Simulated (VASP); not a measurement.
# SiC (F-43m) in VASP: further runs

The runs below take SiC through vibrations by perturbation theory, with PBEsol.

Program: VASP 6.6.1. These are calculated values, not measurements. Logs are shortened: lines on timing, memory, paths and dates and some standing lists are left out, and cuts for length are marked.

## (1) The cell of the first run

It takes space group F-43m (No. 216, cubic). Conventional cell: a = 4.328 Å, b = 4.328 Å, c = 4.328 Å, α = 90.00°, β = 90.00°, γ = 90.00°. Within 2.5 Å of Si (site symmetry -43m) lie 4 C at 1.87 Å. C (site symmetry -43m) has 4 Si at 1.87 Å within 2.5 Å.

## (2) Vibrations by perturbation theory, PBEsol (phonons at volume x 0.98)

Input file INCAR:

```
SYSTEM = SiC
PREC     = Accurate       ! precision mode
ENCUT    = 520            ! plane-wave cutoff, eV
EDIFF    = 1E-8           ! SCF threshold, eV
ISMEAR   = 0              ! smearing method
SIGMA    = 0.01           ! smearing width, eV
LREAL    = .False.        ! projectors in reciprocal space
LASPH    = .True.         ! aspherical terms in the spheres
NELM     = 100            ! most SCF steps
ALGO     = Normal         ! electronic algorithm
ISIF     = 2              ! what is computed and relaxed
LWAVE    = .False.        ! write WAVECAR
LCHARG   = .False.        ! write CHGCAR
GGA      = PS             ! functional
IBRION   = 8              ! ionic algorithm
NSW      = 1              ! ionic steps
LEPSILON = .True.         ! dielectric tensor by DFPT
```

Input file KPOINTS:

```
regular mesh
0
Gamma
  12 12 12
  0 0 0
```

Input file POSCAR:

```
SiC
1.0
    0.0000000000      2.1637864231      2.1637864231
    2.1637864231      0.0000000000      2.1637864231
    2.1637864231      2.1637864231      0.0000000000
Si C
1 1
Direct
    0.0000000000      0.0000000000      0.0000000000
    0.7500000000      0.7500000000      0.7500000000
```

Potentials or basis: VASP PAW PBE potentials, release 64 (Si, C).

Command:

```
> cat potpaw_PBE.64/Si/POTCAR potpaw_PBE.64/C/POTCAR > POTCAR
> mpirun -np 1 vasp_std > vasp.out
```

OUTCAR:

```text
SYSTEM = SiC
   PREC = Accurate
   ENCUT = 520
   EDIFF = 1E-8
   ISMEAR = 0
   LREAL = .False.
   LASPH = .True.
   NELM = 100
   ISIF = 2
   GGA = PS
   IBRION = 8
   NSW = 1
   LEPSILON = .True.

 ion  position               nearest neighbor table
   1  0.000  0.000  0.000-   2 1.87   2 1.87   2 1.87   2 1.87
   2  0.750  0.750  0.750-   1 1.87   1 1.87   1 1.87   1 1.87

  LATTYP: Found a face centered cubic cell.
 ALAT       =     4.3275728462

  Lattice vectors:

 A1 = (   0.0000000000,   2.1637864231,   2.1637864231)
 A2 = (   2.1637864231,   0.0000000000,   2.1637864231)
 A3 = (   2.1637864231,   2.1637864231,   0.0000000000)

Analysis of symmetry for initial positions (statically):
=====================================================================
 Subroutine PRICEL returns:
 Original cell was already a primitive cell.

 Routine SETGRP: Setting up the symmetry group for a
 face centered cubic supercell.

 Subroutine GETGRP returns: Found 24 space group operations
 (whereof 24 operations were pure point group operations)
 out of a pool of 48 trial point group operations.

The static configuration has the point symmetry T_d .

Analysis of symmetry for dynamics (positions and initial velocities):
=====================================================================
 Subroutine PRICEL returns:
 Original cell was already a primitive cell.

 Routine SETGRP: Setting up the symmetry group for a
 face centered cubic supercell.

 Subroutine GETGRP returns: Found 24 space group operations
 (whereof 24 operations were pure point group operations)
 out of a pool of 48 trial point group operations.

The dynamic configuration has the point symmetry T_d .

 Subroutine INISYM returns: Found 24 space group operations
 (whereof 24 operations are pure point group operations),
 and found     1 'primitive' translations

[... 496 lines left out ...]
     0.00000  9.66388  0.00084

 MACROSCOPIC STATIC DIELECTRIC TENSOR (including local field effects in DFT)
 ------------------------------------------------------
           7.024003    -0.000000     0.000000
           0.000000     7.024003     0.000000
           0.000000     0.000000     7.024003
 ------------------------------------------------------

 PIEZOELECTRIC TENSOR (including local field effects)  for field in x, y, z        (e  Angst)
          XX          YY          ZZ          XY          YZ          ZX
  --------------------------------------------------------------------------------
  x     0.00000     0.00000     0.00000     0.00000     1.26137     0.00000
  y     0.00000     0.00000    -0.00000     0.00000     0.00000     1.26137
  z    -0.00000    -0.00000     0.00000     1.26137     0.00000     0.00000

 PIEZOELECTRIC TENSOR (including local field effects)  for field in x, y, z        (C/m^2)
          XX          YY          ZZ          XY          YZ          ZX
  --------------------------------------------------------------------------------
  x     0.00000     0.00000     0.00000     0.00000     0.99743     0.00000
  y     0.00000     0.00000    -0.00000     0.00000     0.00000     0.99743
  z    -0.00000    -0.00000     0.00000     0.99743     0.00000     0.00000

 BORN EFFECTIVE CHARGES (including local field effects) (in |e|, cummulative output)
 ---------------------------------------------------------------------------------
 ion    1
    1     2.71767     0.00000     0.00000
    2     0.00000     2.71767     0.00000
    3     0.00000     0.00000     2.71767
 ion    2
    1    -2.71767     0.00000     0.00000
    2     0.00000    -2.71767     0.00000
    3     0.00000     0.00000    -2.71767

 INTERNAL STRAIN TENSOR FOR ION    2 for displacements in x,y,z  (eV/Angst):
          X           Y           Z          XY          YZ          ZX
  --------------------------------------------------------------------------------
  x     0.00000     0.00000     0.00000     0.00000     9.66388     0.00000
  y     0.00000     0.00000     0.00000     0.00000     0.00000     9.66388
  z     0.00000     0.00000     0.00000     9.66388     0.00000     0.00000

 SECOND DERIVATIVES (NOT SYMMETRIZED)
 ------------------------------------
               1X          1Y          1Z          2X          2Y          2Z
  1X   -20.098669    0.000000    0.000000   20.098669    0.000000    0.000000
  1Y     0.000000  -20.098669    0.000000    0.000000   20.098669    0.000000
  1Z     0.000000    0.000000  -20.098669    0.000000    0.000000   20.098669
  2X    20.096134    0.000000    0.000000  -20.096134    0.000000    0.000000
  2Y     0.000000   20.096134    0.000000    0.000000  -20.096134    0.000000
  2Z     0.000000    0.000000   20.096134    0.000000    0.000000  -20.096134

 Eigenvectors and eigenvalues of the dynamical matrix
 ----------------------------------------------------

   1 f  =   24.162336 THz   151.816435 2PiTHz  805.968776 cm-1    99.927348 meV
             X         Y         Z           dx          dy          dz
      0.000000  0.000000  0.000000     0.547341    0.000000    0.000000
      3.245680  3.245680  3.245680    -0.836909    0.000000    0.000000
[... 21 lines left out ...]
   6 f/i=    0.000698 THz     0.004385 2PiTHz    0.023279 cm-1     0.002886 meV
             X         Y         Z           dx          dy          dz
      0.000000  0.000000  0.000000     0.000000    0.000000    0.836909
      3.245680  3.245680  3.245680     0.000000    0.000000    0.547341

--------------------------------------------------------------------------------------------------------

 MACROSCOPIC STATIC DIELECTRIC TENSOR IONIC CONTRIBUTION
 ------------------------------------------------------
           3.282047    -0.000000     0.000000
          -0.000000     3.282047     0.000000
           0.000000     0.000000     3.282047
 ------------------------------------------------------

 ELASTIC MODULI CONTR FROM IONIC RELAXATION (kBar)
 Direction    XX          YY          ZZ          XY          YZ          ZX
 --------------------------------------------------------------------------------
 XX          -0.0000      0.0000     -0.0000      0.0000      0.0000     -0.0000
 YY           0.0000     -0.0000      0.0000     -0.0000     -0.0000      0.0000
 ZZ          -0.0000      0.0000     -0.0000      0.0000      0.0000      0.0000
 XY           0.0000     -0.0000      0.0000   -341.5732     -0.0000     -0.0000
 YZ           0.0000     -0.0000      0.0000     -0.0000   -341.5732      0.0000
 ZX          -0.0000      0.0000      0.0000     -0.0000      0.0000   -341.5732
 --------------------------------------------------------------------------------

 PIEZOELECTRIC TENSOR IONIC CONTR  for field in x, y, z        (C/m^2)
          XX          YY          ZZ          XY          YZ          ZX
  --------------------------------------------------------------------------------
  x     0.00000    -0.00000     0.00000    -0.00000    -0.99629     0.00000
  y    -0.00000     0.00000     0.00000    -0.00000     0.00000    -0.99629
  z     0.00000    -0.00000     0.00000    -0.99629    -0.00000    -0.00000
```

OSZICAR:

```text
N       E                     dE             d eps       ncg     rms          rms(c)
DAV:   1     0.267226637100E+01    0.26723E+01   -0.42403E+03  1224   0.847E+02
DAV:   2    -0.174183724511E+02   -0.20091E+02   -0.19096E+02  1656   0.105E+02
DAV:   3    -0.177644007575E+02   -0.34603E+00   -0.34603E+00  1336   0.168E+01
[... 147 lines left out ...]
RMM:   6    -0.125216131431E+00   -0.16111E-04   -0.23563E-07  7539   0.402E-03    0.876E-04
RMM:   7    -0.125210598743E+00    0.55327E-05   -0.34715E-08  7767   0.876E-04    0.124E-04
RMM:   8    -0.125211681703E+00   -0.10830E-05   -0.62435E-09  7721   0.214E-04    0.298E-05
RMM:   9    -0.125211624792E+00    0.56911E-07   -0.42864E-09  8131   0.574E-05    0.321E-06
RMM:  10    -0.125211639605E+00   -0.14813E-07   -0.13565E-08  8089   0.173E-05    0.182E-06
RMM:  11    -0.125211641039E+00   -0.14341E-08    0.10172E-08  7103   0.126E-05    0.267E-07
 Linear response finished
```

Run time: 2.8 min. Hardware: 1 thread of Intel Xeon Platinum 8259CL at 2.50GHz (Skylake/Cascade Lake), shared host; peak memory 0.24 GiB.

What came out:

```yaml
Electronic_dielectric_tensor_diagonal: 7.02
Born_charges_mean_of_the_diagonal: Si +2.72; C -2.72 e
Highest_phonon_frequency_at_Γ_LO-TO_splitting_left_out: 806 cm⁻¹
```

Phonon frequencies in cm⁻¹ (negative: imaginary):
| q point | frequencies |
| --- | --- |
| (0.000, 0.000, 0.000) | 0 0 0 806 806 806 |

Electronic dielectric tensor:
```
7.02 0.00 0.00
0.00 7.02 0.00
0.00 0.00 7.02
```

Born effective charge tensors (e):
atom 1, Si
```
2.72 0.00 0.00
0.00 2.72 0.00
0.00 0.00 2.72
```
atom 2, C
```
-2.72  0.00  0.00
 0.00 -2.72  0.00
 0.00  0.00 -2.72
```

Caveat: the cell differs from its parent crystal (phonons at volume x 0.98); the cell wasn't relaxed at this level first, which shifts response properties; the PAW data sets were made with another functional, which shifts forces and pressure a little.

## (3) Vibrations by perturbation theory, PBEsol

This run uses another cell than the first one, of 10.34 Å³/atom, 1.020 times its volume.

Input file INCAR:

```
SYSTEM = SiC
PREC = Accurate
ENCUT = 520
EDIFF = 1E-8
ISMEAR = 0
SIGMA = 0.01
LREAL = .False.
LASPH = .True.
NELM = 100
ALGO = Normal
ISIF = 2
LWAVE = .False.
LCHARG = .False.
GGA = PS
NBANDS = 11
IBRION = 8
NSW = 1
LEPSILON = .True.
```

Input file KPOINTS:

```
Automatic mesh
0
Gamma
  12 12 12
  0 0 0
```

Input file POSCAR:

```
SiC
1.0
    0.0000000000      2.1784070452      2.1784070452
    2.1784070452      0.0000000000      2.1784070452
    2.1784070452      2.1784070452      0.0000000000
Si C
1 1
Direct
    0.0000000000      0.0000000000      0.0000000000
    0.7500000000      0.7500000000      0.7500000000
```

Potentials or basis: VASP PAW PBE potentials, release 64 (Si, C).

Command:

```
> cat potpaw_PBE.64/Si/POTCAR potpaw_PBE.64/C/POTCAR > POTCAR
> mpirun -np 1 vasp_std > vasp.out
```

OUTCAR:

```text
SYSTEM = SiC
   PREC = Accurate
   ENCUT = 520
   EDIFF = 1E-8
   ISMEAR = 0
   LREAL = .False.
   LASPH = .True.
   NELM = 100
   ISIF = 2
   GGA = PS
   IBRION = 8
   NSW = 1
   LEPSILON = .True.

 ion  position               nearest neighbor table
   1  0.000  0.000  0.000-   2 1.89   2 1.89   2 1.89   2 1.89
   2  0.750  0.750  0.750-   1 1.89   1 1.89   1 1.89   1 1.89

  LATTYP: Found a face centered cubic cell.
 ALAT       =     4.3568140904

  Lattice vectors:

 A1 = (   0.0000000000,   2.1784070452,   2.1784070452)
 A2 = (   2.1784070452,   0.0000000000,   2.1784070452)
 A3 = (   2.1784070452,   2.1784070452,   0.0000000000)

Analysis of symmetry for initial positions (statically):
[... 638 lines left out ...]
  z     0.00000     0.00000    -0.00000     8.55342     0.00000     0.00000

 SECOND DERIVATIVES (NOT SYMMETRIZED)
 ------------------------------------
               1X          1Y          1Z          2X          2Y          2Z
  1X   -19.205087    0.000000    0.000000   19.205087    0.000000    0.000000
  1Y     0.000000  -19.205087    0.000000    0.000000   19.205087    0.000000
  1Z     0.000000    0.000000  -19.205087    0.000000    0.000000   19.205087
  2X    19.203880    0.000000    0.000000  -19.203880    0.000000    0.000000
  2Y     0.000000   19.203880    0.000000    0.000000  -19.203880    0.000000
  2Z     0.000000    0.000000   19.203880    0.000000    0.000000  -19.203880

 Eigenvectors and eigenvalues of the dynamical matrix
 ----------------------------------------------------

   1 f  =   23.619627 THz   148.406492 2PiTHz  787.865946 cm-1    97.682884 meV
             X         Y         Z           dx          dy          dz
      0.000000  0.000000  0.000000    -0.000000   -0.547329    0.000000
      3.267611  3.267611  3.267611     0.000000    0.836917    0.000000
[... 21 lines left out ...]
   6 f/i=    0.000340 THz     0.002136 2PiTHz    0.011342 cm-1     0.001406 meV
             X         Y         Z           dx          dy          dz
      0.000000  0.000000  0.000000     0.486561   -0.558805    0.389136
      3.267611  3.267611  3.267611     0.318202   -0.365448    0.254488

--------------------------------------------------------------------------------------------------------

 MACROSCOPIC STATIC DIELECTRIC TENSOR IONIC CONTRIBUTION
 ------------------------------------------------------
           3.330597    -0.000000     0.000000
          -0.000000     3.330597     0.000000
           0.000000     0.000000     3.330597
 ------------------------------------------------------

 ELASTIC MODULI CONTR FROM IONIC RELAXATION (kBar)
 Direction    XX          YY          ZZ          XY          YZ          ZX
 --------------------------------------------------------------------------------
 XX          -0.0000      0.0000     -0.0000      0.0000      0.0000      0.0000
 YY           0.0000     -0.0000      0.0000     -0.0000     -0.0000     -0.0000
 ZZ          -0.0000      0.0000     -0.0000      0.0000      0.0000     -0.0000
 XY           0.0000     -0.0000      0.0000   -272.3018     -0.0000     -0.0000
 YZ           0.0000     -0.0000      0.0000     -0.0000   -272.3018      0.0000
 ZX           0.0000     -0.0000     -0.0000     -0.0000      0.0000   -272.3018
 --------------------------------------------------------------------------------

 PIEZOELECTRIC TENSOR IONIC CONTR  for field in x, y, z        (C/m^2)
          XX          YY          ZZ          XY          YZ          ZX
  --------------------------------------------------------------------------------
  x     0.00000    -0.00000     0.00000    -0.00000    -0.89610     0.00000
  y     0.00000    -0.00000    -0.00000    -0.00000     0.00000    -0.89610
  z     0.00000    -0.00000     0.00000    -0.89610    -0.00000    -0.00000
```

OSZICAR:

```text
N       E                     dE             d eps       ncg     rms          rms(c)
DAV:   1     0.238420574501E+01    0.23842E+01   -0.39091E+03  1643   0.608E+02
DAV:   2    -0.171132017785E+02   -0.19497E+02   -0.18614E+02  1989   0.109E+02
DAV:   3    -0.177124662086E+02   -0.59926E+00   -0.59824E+00  1967   0.162E+01
[... 142 lines left out ...]
RMM:   6    -0.124469933644E+00   -0.41853E-05   -0.32746E-07 10396   0.187E-03    0.897E-04
RMM:   7    -0.124465145933E+00    0.47877E-05   -0.19479E-07 10402   0.508E-04    0.716E-05
RMM:   8    -0.124465625033E+00   -0.47910E-06   -0.57171E-10 10520   0.784E-05    0.277E-05
RMM:   9    -0.124465558041E+00    0.66991E-07    0.11056E-08 10847   0.315E-05    0.287E-06
RMM:  10    -0.124465565967E+00   -0.79254E-08   -0.24784E-09 10515   0.864E-06    0.164E-06
 Linear response finished
```

stdout:

```text
POSCAR found type information on POSCAR SiC
 POSCAR found :  2 types and       2 ions
 scaLAPACK will be used
 -----------------------------------------------------------------------------
|                                                                             |
|                                                                             |
[... 39 lines left out ...]
 first order change of Fermi-energy  -0.15521E-01
 force on displaced ion       1 direction 1 : -19.205  -0.000  -0.000
 Born effective charge ion    1 direction 1 :   2.702   0.000   0.000
 Linear response progress:
 first order change of Fermi-energy   0.16145E-01
 force on displaced ion       2 direction 1 : -19.204   0.000   0.000
 Born effective charge ion    2 direction 1 :  -2.704   0.000   0.000
 Born effective charges drift removed
 Linear response finished
```

Run time: 4.5 min. Hardware: 1 thread of Intel Xeon 6975P-C, shared host; peak memory 0.27 GiB.

Results:

```yaml
Electronic_dielectric_tensor_diagonal: 7.08
Born_charges_mean_of_the_diagonal: Si +2.70; C -2.70 e
Highest_phonon_frequency_at_Γ_LO-TO_splitting_left_out: 788 cm⁻¹
```

Phonon frequencies in cm⁻¹ (negative: imaginary):
| q point | frequencies |
| --- | --- |
| (0.000, 0.000, 0.000) | 0 0 0 788 788 788 |

Electronic dielectric tensor:
```
7.08 0.00 0.00
0.00 7.08 0.00
0.00 0.00 7.08
```

Born effective charge tensors (e):
atom 1, Si
```
2.70 0.00 0.00
0.00 2.70 0.00
0.00 0.00 2.70
```
atom 2, C
```
-2.70  0.00  0.00
 0.00 -2.70  0.00
 0.00  0.00 -2.70
```

Caveat: the PAW data sets were made with another functional, which shifts forces and pressure a little.
